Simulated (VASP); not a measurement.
# NaI (I4_1/amd) in VASP: single point with PBEsol

Aim: the single point of NaI with PBEsol.

Everything below comes from runs of VASP 6.6.1. Logs are shortened: lines on timing, memory, paths and dates and some standing lists are left out, and cuts for length are marked.

### Step 1. The cell of the first run

Symmetry: I4_1/amd, No. 141, tetragonal system. Conventional cell: a = 4.429 Å, b = 4.429 Å, c = 16.728 Å, α = 90.00°, β = 90.00°, γ = 90.00°. Within 4.1 Å of Na (site symmetry -4m2) lie 4 I at 3.13 Å. I (site symmetry -4m2) has 4 Na at 3.13 Å within 4.1 Å.

### Step 2. Single point, PBEsol

INCAR reads:

```
SYSTEM = NaI
ALGO     = Normal         ! electronic algorithm
EDIFF    = 1E-6           ! SCF threshold, eV
ENCUT    = 500            ! plane-wave cutoff, eV
GGA      = PS             ! functional
GGA_COMPAT= .False.      
ISIF     = 2              ! what is computed and relaxed
ISMEAR   = 0              ! smearing method
LASPH    = .True.         ! aspherical terms in the spheres
LCHARG   = .True.         ! write CHGCAR
LELF     = .True.         ! ELF
LREAL    = .False.        ! projectors in reciprocal space
LVHAR    = .True.       
LWAVE    = .False.        ! write WAVECAR
NBANDS   = 22             ! bands
NELM     = 120            ! most SCF steps
PREC     = Accurate       ! precision mode
SIGMA    = 0.01           ! smearing width, eV
```

KPOINTS reads:

```
k-points
0
Gamma
  5 5 5
  0 0 0
```

POSCAR reads:

```
NaI
1.0
   -2.2145135000      2.2145135000      8.3637720000
    2.2145135000     -2.2145135000      8.3637720000
    2.2145135000      2.2145135000     -8.3637720000
Na I
2 2
Direct
    0.2500000000      0.7500000000      0.5000000000
    0.5000000000      0.5000000000      0.0000000000
    0.7500000000      0.2500000000      0.5000000000
    0.0000000000      1.0000000000      0.0000000000
```

Potentials or basis: VASP PAW PBE potentials, release 64 (Na_pv, I).

Command:

```sh
$ cat potpaw_PBE.64/Na_pv/POTCAR potpaw_PBE.64/I/POTCAR > POTCAR
$ mpirun -np 1 vasp_std > vasp.out
```

OUTCAR:

```text
SYSTEM = NaI
   EDIFF = 1E-6
   ENCUT = 500
   GGA = PS
   ISIF = 2
   ISMEAR = 0
   LASPH = .True.
   LREAL = .False.
   NELM = 120
   PREC = Accurate

 ion  position               nearest neighbor table
   1  0.250  0.750  0.500-   3 3.13   3 3.13   3 3.13   3 3.13
   2  0.500  0.500  0.000-   4 3.13   4 3.13   4 3.13   4 3.13
   3  0.750  0.250  0.500-   1 3.13   1 3.13   1 3.13   1 3.13
   4  0.000  0.000  0.000-   2 3.13   2 3.13   2 3.13   2 3.13

  LATTYP: Found a body centered tetragonal cell.
 ALAT       =     4.4290270000
 C/A-ratio  =     3.7767988319

  Lattice vectors:

 A1 = (  -2.2145135000,   2.2145135000,   8.3637720000)
 A2 = (   2.2145135000,  -2.2145135000,   8.3637720000)
 A3 = (   2.2145135000,   2.2145135000,  -8.3637720000)

Analysis of symmetry for initial positions (statically):
=====================================================================
 Subroutine PRICEL returns:
 Original cell was already a primitive cell.

 Routine SETGRP: Setting up the symmetry group for a
 body centered tetragonal supercell.

 Subroutine GETGRP returns: Found 16 space group operations
 (whereof  8 operations were pure point group operations)
 out of a pool of 16 trial point group operations.

The static configuration has the point symmetry D_2d.
 The point group associated with its full space group is D_4h.

Analysis of symmetry for dynamics (positions and initial velocities):
=====================================================================
 Subroutine PRICEL returns:
 Original cell was already a primitive cell.

 Routine SETGRP: Setting up the symmetry group for a
 body centered tetragonal supercell.

 Subroutine GETGRP returns: Found 16 space group operations
 (whereof  8 operations were pure point group operations)
 out of a pool of 16 trial point group operations.

The dynamic configuration has the point symmetry D_2d.
 The point group associated with its full space group is D_4h.

 Subroutine INISYM returns: Found 16 space group operations
 (whereof  8 operations are pure point group operations),
 and found     1 'primitive' translations

----------------------------------------------------------------------------------------

                                     Primitive cell

  volume of cell :     164.0661

  direct lattice vectors                    reciprocal lattice vectors
    -2.214513500  2.214513500  8.363772000     0.000000000  0.225783225  0.059781639
     2.214513500 -2.214513500  8.363772000     0.225783225  0.000000000  0.059781639
     2.214513500  2.214513500 -8.363772000     0.225783225  0.225783225  0.000000000

  length of vectors
     8.930891453  8.930891453  8.930891453     0.233563501  0.233563501  0.319305699

  position of ions in fractional coordinates (direct lattice)
     0.250000000  0.750000000  0.500000000
     0.500000000  0.500000000  0.000000000
     0.750000000  0.250000000  0.500000000
     0.000000000  0.000000000  0.000000000

  ion indices of the primitive-cell ions
   primitive index   ion index
                 1           1
                 2           2
                 3           3
                 4           4

----------------------------------------------------------------------------------------

 KPOINTS: k-points

Automatic generation of k-mesh.
 Grid dimensions read from file:
 generate k-points for:    5    5    5

 Generating k-lattice:

  Cartesian coordinates                     Fractional coordinates (reciprocal lattice)
     0.000000000  0.045156645  0.011956328     0.200000000 -0.000000000  0.000000000
     0.045156645  0.000000000  0.011956328    -0.000000000  0.200000000  0.000000000
     0.045156645  0.045156645  0.000000000     0.000000000  0.000000000  0.200000000

  Length of vectors
     0.046712700  0.046712700  0.063861140

  Shift w.r.t. Gamma in fractional coordinates (k-lattice)
     0.000000000  0.000000000  0.000000000

 Subroutine IBZKPT returns following result:
 ===========================================

 Found     18 irreducible k-points:

 Following reciprocal coordinates:
            Coordinates               Weight
  0.000000  0.000000  0.000000      1.000000
  0.200000  0.000000 -0.000000      8.000000
  0.400000  0.000000 -0.000000      8.000000
  0.200000  0.200000 -0.000000      8.000000
  0.400000  0.200000 -0.000000     16.000000
 -0.400000  0.200000  0.000000     16.000000
[... 10 lines left out ...]
 -0.400000  0.400000  0.400000      4.000000
 -0.400000 -0.400000  0.400000      2.000000
   k-points           NKPTS =     18   k-points in BZ     NKDIM =     18   number of bands    NBANDS=     22
   number of dos      NEDOS =    301   number of ions     NIONS =      4
   total plane-waves  NPLWV = 343000
   dimension x,y,z NGX =    70 NGY =   70 NGZ =   70
   dimension x,y,z NGXF=   140 NGYF=  140 NGZF=  140
   ions per type =               2   2
   NGX,Y,Z   is equivalent  to a cutoff of  13.03, 13.03, 13.03 a.u.
   NGXF,Y,Z  is equivalent  to a cutoff of  26.06, 26.06, 26.06 a.u.
 SYSTEM =  NaI
   PREC   = accura    normal or accurate (medium, high low for compatibility)
   ISTART =      0    job   : 0-new  1-cont  2-samecut
   ICHARG =      2    charge: 1-file 2-atom 10-const
   ISPIN  =      1    spin polarized calculation?
   LNONCOLLINEAR =      F non collinear calculations
   LSORBIT =      F    spin-orbit coupling
   LASPH  =      T    aspherical Exc in radial PAW
   ENCUT  =  500.0 eV  36.75 Ry    6.06 a.u.  16.28 16.28 16.28*2*pi/ulx,y,z
   NELM   =    120;   NELMIN=  2; NELMDL= -5     # of ELM steps
   EDIFF  = 0.1E-05   stopping-criterion for ELM
   LREAL  =      F    real-space projection
   EDIFFG = 0.1E-04   stopping-criterion for IOM
   NSW    =      0    number of steps for IOM
   IBRION =     -1    ionic relax: 0-MD 1-quasi-New 2-CG
   NFREE  =      0    steps in history (QN), initial steepest desc. (CG)
   ISIF   =      2    stress and relaxation
   ISYM   =      2    0-nonsym 1-usesym 2-fastsym
   POTIM  = 0.5000    time-step for ionic-motion
   TEBEG  =    0.0;   TEEND  =   0.0 temperature during run
   PSTRESS=    0.0 pullay stress
   NELECT =      28.0000    total number of electrons
   NUPDOWN=      -1.0000    fix difference up-down
   EMIN   =  10.00;   EMAX   =-10.00  energy-range for DOS
   EFERMI =   0.00;   METHOD = LEGACY
   ISMEAR =     0;   SIGMA  =   0.01  broadening in eV -4-tet -1-fermi 0-gaus
   EFERMI_NEDOS =   21; number of points for ismear=-14 and -15
   IALGO  =     38    algorithm
   IMIX   =      4    mixing-type and parameters
     AMIX     =   0.40;   BMIX     =  1.00
     AMIX_MAG =   1.60;   BMIX_MAG =  1.00
  volume/ion in A,a.u.               =      41.02       276.79
  Fermi-wavevector in a.u.,A,eV,Ry     =   0.908074  1.716011 11.219342  0.824598
  Thomas-Fermi vector in A             =   2.031957
   LORBIT       =      0    0 simple, 1 ext, 2 COOP (PROOUT), +10 PAW based schemes
   GGA     = PS    functional components
   LHFCALC =     F    Hartree Fock is set to
   AEXX    =    0.0000 exact exchange contribution
   IVDW    =     0    specifies the selected vdW correction
   LEPSILON=     F    determine dielectric tensor
   LRPA    =     F    only Hartree local field effects (RPA)
 non-spin polarized calculation
 Gauss-broadening in eV      SIGMA  =   0.01
  energy-cutoff  :      500.00
  volume of cell :      164.07
 maximum number of plane-waves:      4198
 NGX is ok and might be reduce to    70
   NGX = 33   NGY = 33   NGZ = 33

 number of electron      28.0000003 magnetization

 Free energy of the ion-electron system (eV)
  ---------------------------------------------------
  ext. energy  EPLUGINS =         0.00000000
  ---------------------------------------------------
  free energy    TOTEN  =       -10.78226067 eV

  energy without entropy =      -10.78226067  energy(sigma->0) =      -10.78226067

 E-fermi :  -0.1822     XC(G=0):  -6.9625

 val. band max:       -0.2297574578   @ k =  -0.2000   0.2000   0.0000
 cond. band min:       2.7649436734   @ k =   0.0000   0.0000   0.0000
 fundamental gap:      2.9947011312
 Fermi energy:        -0.1822381866

 k-point     1 :       0.0000    0.0000    0.0000
  band No.  band energies     occupation
      1     -22.9372      2.00000
      2     -22.9356      2.00000
      3     -22.8853      2.00000
      4     -22.8853      2.00000
      5     -22.8853      2.00000
      6     -22.8853      2.00000
[... 14 lines left out ...]
     21       9.1133      0.00000
     22       9.1158      0.00000

 k-point     2 :       0.2000    0.0000   -0.0000
  band No.  band energies     occupation
      1     -22.9370      2.00000
      2     -22.9356      2.00000
      3     -22.8869      2.00000
      4     -22.8868      2.00000
      5     -22.8851      2.00000
      6     -22.8850      2.00000
[... 14 lines left out ...]
     21       7.8486      0.00000
     22       8.5953      0.00000

 k-point     3 :       0.4000    0.0000   -0.0000
  band No.  band energies     occupation
      1     -22.9366      2.00000
      2     -22.9357      2.00000
      3     -22.8895      2.00000
      4     -22.8894      2.00000
      5     -22.8846      2.00000
      6     -22.8845      2.00000
[... 14 lines left out ...]
     21       8.1272      0.00000
     22       8.1470      0.00000

 k-point     4 :       0.2000    0.2000   -0.0000
  band No.  band energies     occupation
      1     -22.9367      2.00000
      2     -22.9357      2.00000
      3     -22.8867      2.00000
      4     -22.8867      2.00000
      5     -22.8864      2.00000
      6     -22.8864      2.00000
[... 14 lines left out ...]
     21       7.4901      0.00000
     22       7.8224      0.00000

 k-point     5 :       0.4000    0.2000   -0.0000
  band No.  band energies     occupation
      1     -22.9364      2.00000
      2     -22.9358      2.00000
      3     -22.8890      2.00000
      4     -22.8889      2.00000
      5     -22.8860      2.00000
      6     -22.8859      2.00000
[... 14 lines left out ...]
     21       7.6680      0.00000
     22       8.0880      0.00000

 k-point     6 :      -0.4000    0.2000    0.0000
  band No.  band energies     occupation
      1     -22.9365      2.00000
      2     -22.9357      2.00000
      3     -22.8890      2.00000
      4     -22.8889      2.00000
      5     -22.8860      2.00000
      6     -22.8859      2.00000
[... 14 lines left out ...]
     21       7.7410      0.00000
     22       8.1491      0.00000

 k-point     7 :      -0.2000    0.2000    0.0000
  band No.  band energies     occupation
      1     -22.9368      2.00000
      2     -22.9356      2.00000
      3     -22.8867      2.00000
      4     -22.8866      2.00000
      5     -22.8864      2.00000
      6     -22.8864      2.00000
[... 174 lines left out ...]
      6     -22.8863      2.00000
[... 14 lines left out ...]
     21       7.5826      0.00000
     22       7.7870      0.00000

 k-point    15 :      -0.2000   -0.4000    0.2000
  band No.  band energies     occupation
      1     -22.9367      2.00000
      2     -22.9359      2.00000
      3     -22.8870      2.00000
      4     -22.8868      2.00000
      5     -22.8851      2.00000
      6     -22.8849      2.00000
[... 14 lines left out ...]
     21       8.1892      0.00000
     22       8.5867      0.00000

 k-point    16 :      -0.2000   -0.2000    0.2000
  band No.  band energies     occupation
      1     -22.9370      2.00000
      2     -22.9358      2.00000
      3     -22.8854      2.00000
      4     -22.8854      2.00000
      5     -22.8852      2.00000
      6     -22.8852      2.00000
[... 14 lines left out ...]
     21       8.5830      0.00000
     22       8.5830      0.00000

 k-point    17 :      -0.4000    0.4000    0.4000
  band No.  band energies     occupation
      1     -22.9364      2.00000
      2     -22.9362      2.00000
      3     -22.8870      2.00000
      4     -22.8868      2.00000
      5     -22.8851      2.00000
      6     -22.8849      2.00000
[... 14 lines left out ...]
     21       8.4169      0.00000
     22       8.5115      0.00000

 k-point    18 :      -0.4000   -0.4000    0.4000
  band No.  band energies     occupation
      1     -22.9366      2.00000
      2     -22.9362      2.00000
      3     -22.8854      2.00000
      4     -22.8854      2.00000
      5     -22.8852      2.00000
      6     -22.8852      2.00000
[... 14 lines left out ...]
     21       8.2874      0.00000
     22       8.2874      0.00000

------------------------ aborting loop because EDIFF is reached ----------------------------------------

  FORCE on cell =-STRESS in cart. coord.  units (eV):
  Direction    XX          YY          ZZ          XY          YZ          ZX
  --------------------------------------------------------------------------------------
  -------------------------------------------------------------------------------------
  Total       -0.6291634     -0.6291634     -0.3416708      0.0000000     -0.0000000      0.0000000
  in kB       -6.1440560     -6.1440560     -3.3365651      0.0000000     -0.0000000      0.0000000
  external PRESSURE =      -5.2082257 kB  Pullay stress =       0.0000000 kB

 VOLUME and BASIS-vectors are now :
 -----------------------------------------------------------------------------
  energy-cutoff  :      500.00
  volume of cell :      164.07
      direct lattice vectors                 reciprocal lattice vectors
    -2.214513500  2.214513500  8.363772000     0.000000000  0.225783225  0.059781639
     2.214513500 -2.214513500  8.363772000     0.225783225  0.000000000  0.059781639
     2.214513500  2.214513500 -8.363772000     0.225783225  0.225783225  0.000000000

 POSITION                                       TOTAL-FORCE (eV/Angst)
 -----------------------------------------------------------------------------------
      2.21451      0.00000      4.18189        -0.000000      0.000000     -0.000000
      0.00000      0.00000      8.36377        -0.000000      0.000000     -0.000000
      0.00000      2.21451      4.18189        -0.000000      0.000000     -0.000000
      0.00000      0.00000      0.00000         0.000000     -0.000000      0.000000
 -----------------------------------------------------------------------------------
    total drift:                                0.000000     -0.000000      0.000000

  FREE ENERGIE OF THE ION-ELECTRON SYSTEM (eV)
  ---------------------------------------------------
  free  energy   TOTEN  =       -10.7822606749 eV

  energy  without entropy=      -10.7822606749  energy(sigma->0) =      -10.78226067
```

It took 4.9 min on 1 thread of Intel Xeon Platinum 8375C at 2.90GHz (Ice Lake), shared host; peak memory 0.65 GiB.

Results:

```
Free energy            : -10.7823 eV
Pressure               : -0.5 GPa
Band gap on the k mesh : 2.99 eV (least direct gap 3.04 eV)
```

Levels at points of the mesh, in eV from the valence-band top:
```
           k point  band 10  band 11  band 12  band 13  band 14  band 15  band 16  band 17  band 18  band 19
(0.00, 0.00, 0.00)    -0.35    -0.35    -0.32    -0.32    -0.05     2.99     4.67     5.91     6.23     7.04
```

Caveat: the PAW data sets were made with another functional, which shifts forces and pressure a little; spin-orbit coupling is left out, which moves the levels of the heavy elements.
